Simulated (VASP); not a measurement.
Crystal: Sn3SeS2.

```
Sn Se S
1.0
     4.18688    0.00000    0.00000
    -2.09344    3.62594    0.00000
     0.00000    0.00000   10.24820
Sn Se S
3 1 2
Cartesian
  2.0934 1.2086 8.4475
  0.0000 0.0000 5.1241
  0.0000 2.4173 1.8007
  0.0000 0.0000 0.0000
  0.0000 2.4173 6.7866
  2.0934 1.2086 3.4616
```

Base run:

```yaml
Program: VASP 6.6.1
Functional: PBE
Potentials_or_basis: VASP PAW PBE potentials, release 64 (Sn_d, Se, S)
Cutoff: 520 eV
k_mesh: 12 × 12 × 4
Occupations: gaussian, width 0.02 eV
Spin: no spin polarisation
```

Its results: band gap on the k mesh 0.42 eV, indirect (least direct gap 0.50 eV); pressure 0.0 GPa.

Problem. The run is repeated on the same cell with these changes: functional from PBE to r2SCAN. What comes out?

Solution. Band gap on the k mesh 0.39 eV, indirect (the least direct gap lies 0.7 meV higher); pressure -1.1 GPa.

Caveats: spin-orbit coupling is left out, which moves the levels of the heavy elements; the PAW data sets were made with another functional, which shifts forces and pressure a little (some runs).

A k mesh can miss the band edges.
